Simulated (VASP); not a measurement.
# HgTe (Fm-3m) in VASP: further runs, part 2 of 2

VASP 6.6.1. The steps go on from the part before.

## 6. Single point, PBE

Input file INCAR:

```
ALGO     = Normal         # electronic algorithm
EDIFF    = 1E-7           # SCF threshold, eV
ENCUT    = 520            # plane-wave cutoff, eV
GGA      = PE             # functional
ISIF     = 2              # what is computed and relaxed
ISMEAR   = -1             # smearing method
LASPH    = True           # aspherical terms in the spheres
LCHARG   = True           # write CHGCAR
LELF     = True           # ELF
LREAL    = False          # projectors in reciprocal space
LVHAR    = True         
LWAVE    = False          # write WAVECAR
NBANDS   = 16             # bands
NELM     = 80             # most SCF steps
PREC     = Accurate       # precision mode
SIGMA    = 0.01           # smearing width, eV
```

Input file KPOINTS:

```
k-points
0
Gamma
  5 5 5
```

Input file POSCAR:

```
HgTe
1.0
    0.0000000000      3.1800000000      3.1800000000
    3.1800000000      0.0000000000      3.1800000000
    3.1800000000      3.1800000000      0.0000000000
Hg Te
1 1
Direct
    0.0000000000      0.0000000000      0.0000000000
    0.5000000000      0.5000000000      0.5000000000
```

Potentials or basis: VASP PAW PBE potentials, release 64 (Hg, Te).

Launch:

```console
> cat potpaw_PBE.64/Hg/POTCAR potpaw_PBE.64/Te/POTCAR > POTCAR
> mpirun -np 1 vasp_std > vasp.out
```

OUTCAR:

```text
EDIFF = 1E-7
   ENCUT = 520
   GGA = PE
   ISIF = 2
   ISMEAR = -1
   LASPH = True
   LREAL = False
   NELM = 80
   PREC = Accurate

 ion  position               nearest neighbor table
   1  0.000  0.000  0.000-   2 3.18   2 3.18   2 3.18   2 3.18   2 3.18   2 3.18
   2  0.500  0.500  0.500-   1 3.18   1 3.18   1 3.18   1 3.18   1 3.18   1 3.18

  LATTYP: Found a face centered cubic cell.
 ALAT       =     6.3600000000

  Lattice vectors:

 A1 = (   0.0000000000,   3.1800000000,   3.1800000000)
 A2 = (   3.1800000000,   0.0000000000,   3.1800000000)
 A3 = (   3.1800000000,   3.1800000000,   0.0000000000)

Analysis of symmetry for initial positions (statically):
=====================================================================
 Subroutine PRICEL returns:
 Original cell was already a primitive cell.

 Routine SETGRP: Setting up the symmetry group for a
 face centered cubic supercell.

 Subroutine GETGRP returns: Found 48 space group operations
 (whereof 48 operations were pure point group operations)
 out of a pool of 48 trial point group operations.

The static configuration has the point symmetry O_h .

Analysis of symmetry for dynamics (positions and initial velocities):
=====================================================================
 Subroutine PRICEL returns:
 Original cell was already a primitive cell.

 Routine SETGRP: Setting up the symmetry group for a
 face centered cubic supercell.

 Subroutine GETGRP returns: Found 48 space group operations
 (whereof 48 operations were pure point group operations)
 out of a pool of 48 trial point group operations.

The dynamic configuration has the point symmetry O_h .

 Subroutine INISYM returns: Found 48 space group operations
 (whereof 48 operations are pure point group operations),
 and found     1 'primitive' translations
[... 94 lines left out ...]
   EFERMI =   0.00;   METHOD = LEGACY
   ISMEAR =    -1;   SIGMA  =   0.01  broadening in eV -4-tet -1-fermi 0-gaus
   EFERMI_NEDOS =   21; number of points for ismear=-14 and -15
   IALGO  =     38    algorithm
   IMIX   =      4    mixing-type and parameters
     AMIX     =   0.40;   BMIX     =  1.00
     AMIX_MAG =   1.60;   BMIX_MAG =  1.00
  volume/ion in A,a.u.               =      32.16       217.01
  Fermi-wavevector in a.u.,A,eV,Ry     =   1.070850  2.023613 15.602062  1.146719
  Thomas-Fermi vector in A             =   2.206572
   LORBIT       =      0    0 simple, 1 ext, 2 COOP (PROOUT), +10 PAW based schemes
   GGA     = PE    functional components
   LHFCALC =     F    Hartree Fock is set to
   AEXX    =    0.0000 exact exchange contribution
   IVDW    =     0    specifies the selected vdW correction
   LEPSILON=     F    determine dielectric tensor
   LRPA    =     F    only Hartree local field effects (RPA)
 non-spin polarized calculation
  energy-cutoff  :      520.00
  volume of cell :       64.31
 maximum number of plane-waves:      1759
 NGX is ok and might be reduce to    36

 number of electron      17.9999998 magnetization

 Free energy of the ion-electron system (eV)
  ---------------------------------------------------
  ext. energy  EPLUGINS =         0.00000000
  ---------------------------------------------------
  free energy    TOTEN  =        -3.28450464 eV

  energy without entropy =       -3.28274909  energy(sigma->0) =       -3.28362687

 E-fermi :   3.1713     XC(G=0):  -9.2780

 val. band max:        3.1688236520   @ k =   0.4000   0.0000   0.0000
 cond. band min:       3.2696129834   @ k =  -0.2000   0.2000   0.0000
 fundamental gap:      0.1007893314
 Fermi energy:         3.1713351456

 k-point     1 :       0.0000    0.0000    0.0000
  band No.  band energies     occupation
      1      -8.1634      2.00000
      2      -3.2012      2.00000
      3      -3.2012      2.00000
      4      -3.1518      2.00000
      5      -3.1518      2.00000
      6      -3.1518      2.00000
[... 167 lines left out ...]
      3      -3.1818      2.00000
      4      -3.1513      2.00000
      5      -3.0053      2.00000
      6      -2.8727      2.00000
[... 8 lines left out ...]
     15      13.0903      0.00000
     16      15.0563      0.00000

------------------------ aborting loop because EDIFF is reached ----------------------------------------

  FORCE on cell =-STRESS in cart. coord.  units (eV):
  Direction    XX          YY          ZZ          XY          YZ          ZX
  --------------------------------------------------------------------------------------
  -------------------------------------------------------------------------------------
  Total       -1.4233964     -1.4233964     -1.4233964      0.0000000     -0.0000000      0.0000000
  in kB      -35.4588869    -35.4588869    -35.4588869      0.0000000     -0.0000000      0.0000000
  external PRESSURE =     -35.4588869 kB  Pullay stress =       0.0000000 kB

 VOLUME and BASIS-vectors are now :
 -----------------------------------------------------------------------------
  energy-cutoff  :      520.00
  volume of cell :       64.31
      direct lattice vectors                 reciprocal lattice vectors
     0.000000000  3.180000000  3.180000000    -0.157232704  0.157232704  0.157232704
     3.180000000  0.000000000  3.180000000     0.157232704 -0.157232704  0.157232704
     3.180000000  3.180000000  0.000000000     0.157232704  0.157232704 -0.157232704

 POSITION                                       TOTAL-FORCE (eV/Angst)
 -----------------------------------------------------------------------------------
      0.00000      0.00000      0.00000         0.000000      0.000000     -0.000000
      3.18000      3.18000      3.18000         0.000000      0.000000      0.000000
 -----------------------------------------------------------------------------------
    total drift:                               -0.000000      0.000000      0.000000

  FREE ENERGIE OF THE ION-ELECTRON SYSTEM (eV)
  ---------------------------------------------------
  free  energy   TOTEN  =        -3.2845046426 eV

  energy  without entropy=       -3.2827490911  energy(sigma->0) =       -3.28362687
```

OSZICAR:

```text
N       E                     dE             d eps       ncg     rms          rms(c)
DAV:   1     0.104659827236E+03    0.10466E+03   -0.81405E+03   320   0.978E+02
DAV:   2     0.232582876151E-03   -0.10466E+03   -0.97392E+02   392   0.228E+02
DAV:   3    -0.343950546266E+01   -0.34397E+01   -0.34330E+01   360   0.423E+01
DAV:   4    -0.346740786727E+01   -0.27902E-01   -0.27900E-01   456   0.359E+00
DAV:   5    -0.346778146887E+01   -0.37360E-03   -0.37360E-03   376   0.308E-01    0.524E+00
DAV:   6    -0.328928693901E+01    0.17849E+00   -0.36510E-01   344   0.697E+00    0.432E+00
DAV:   7    -0.328478626124E+01    0.45007E-02   -0.54379E-02   376   0.155E+00    0.180E+00
DAV:   8    -0.328445026202E+01    0.33600E-03   -0.47404E-03   368   0.727E-01    0.352E-01
DAV:   9    -0.328447633693E+01   -0.26075E-04   -0.49098E-04   400   0.195E-01    0.433E-02
DAV:  10    -0.328449743672E+01   -0.21100E-04   -0.49588E-05   392   0.587E-02    0.298E-02
DAV:  11    -0.328450484415E+01   -0.74074E-05   -0.11011E-05   384   0.215E-02    0.116E-02
DAV:  12    -0.328450477342E+01    0.70734E-07   -0.11295E-06   368   0.739E-03    0.457E-03
DAV:  13    -0.328450463068E+01    0.14274E-06   -0.56603E-08   296   0.146E-03    0.336E-03
DAV:  14    -0.328450464260E+01   -0.11919E-07   -0.99336E-09   216   0.888E-04
   1 F= -.32845046E+01 E0= -.32836269E+01  d E =-.175555E-02
```

Wall time 12 s (1 thread of Intel Xeon 6975P-C, shared host); peak memory 0.2 GiB.

Results:

```yaml
Free_energy: -3.2845 eV
Pressure: -3.5 GPa
Band_gap_on_the_k_mesh: zero (band 9 reaches 3.27 eV, above the bottom of band 10 at 1.40 eV)
```

Caveat: spin-orbit coupling is left out, which moves the levels of the heavy elements.

## 7. The runs side by side

```tsv
k mesh	smearing	gap on the mesh (eV)	pressure (GPa)
3 × 3 × 3	fermi-dirac 0.03 eV	none	-2.2
5 × 5 × 5	fermi-dirac 0.03 eV	none	-3.5
5 × 5 × 5	fermi-dirac 0.001 eV	none	-3.5
5 × 5 × 5	tetrahedron	none	-3.5
5 × 5 × 5	fermi-dirac 0.01 eV	none	-3.5
```

Alike in all rows: task single point; level PBE; potentials or basis VASP PAW PBE potentials, release 64 (Hg, Te); no spin polarisation; cell as given; cutoff (eV) 520.

Caveats: some runs use coarse meshes; spin-orbit coupling is left out, which moves the levels of the heavy elements.

Absolute energies hang on the potentials; compare differences alone.
